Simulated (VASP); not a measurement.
AlAs:

```
CELL_PARAMETERS angstrom
0.00000 2.83893 2.83893
2.83893 0.00000 2.83893
2.83893 2.83893 0.00000
ATOMIC_POSITIONS crystal
Al 0.00000 0.00000 0.00000
As 0.25000 0.25000 0.25000
```

Base run:

| Quantity | Value |
| --- | --- |
| Program | VASP 6.6.1 |
| Functional | PBEsol |
| Potentials or basis | VASP PAW PBE potentials, release 64 (Al, As) |
| Cutoff | 500 eV |
| k mesh | 6 × 6 × 6 |
| Occupations | gaussian, width 0.01 eV |
| Spin | no spin polarisation |

Its results: band gap on the k mesh 1.33 eV (least direct gap 1.91 eV); pressure 0.2 GPa.

Task: After a change of settings the same cell gave: band gap on the k mesh 1.54 eV (least direct gap 1.91 eV); pressure 0.2 GPa. Which change was it?
A. functional from PBEsol to HSE06; cutoff from 500 eV to 400 eV; k mesh from 6 × 6 × 6 to 4 × 4 × 4
B. occupations from gaussian, width 0.01 eV to gaussian, width 0.05 eV
C. functional from PBEsol to PBE-based screened hybrid with 75 % exact exchange; cutoff from 500 eV to 400 eV; k mesh from 6 × 6 × 6 to 4 × 4 × 4
D. k mesh from 6 × 6 × 6 to 5 × 5 × 5

Result: D.

Caveats: the PAW data sets were made with another functional, which shifts forces and pressure a little; an odd mesh through Γ misses points on the zone boundary, where band edges can lie (at least some runs).
